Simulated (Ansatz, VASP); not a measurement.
## Two plane-wave programs on LiCl

```
Li Cl
1.0
     3.32870    0.00000    0.00000
     0.00000    3.32870    0.00000
     0.00000    0.00000    3.32870
Li Cl
1 1
Direct
  0.00000 0.00000 0.00000
  0.50000 0.50000 0.50000
```

Change from the starting cell: hydrostatic strain +1.8%.

Alike in both runs: task single point; functional PBE; k mesh 8 × 8 × 8; occupations fermi-dirac, width 0.02 eV; no spin polarisation.

|  | VASP | Ansatz |
| --- | --- | --- |
| version | VASP 6.6.1 | Ansatz 0.2.0 |
| potentials or method | VASP PAW PBE potentials, release 64 (Li_sv, Cl) | plane waves, PAW |
| plane-wave cutoff (eV) | 520 | 420 |
| valence electrons in the cell | 10 | 10 |

Ansatz gave:

- gap on the k mesh at the Fermi level (eV): 4.22

Problem. Which values does VASP return?

Solution. gap on the k mesh at the Fermi level (eV): 4.24.

Noted on VASP's run: the cutoff is under 1.25 times that of the potentials, so the pressure is a little rough.
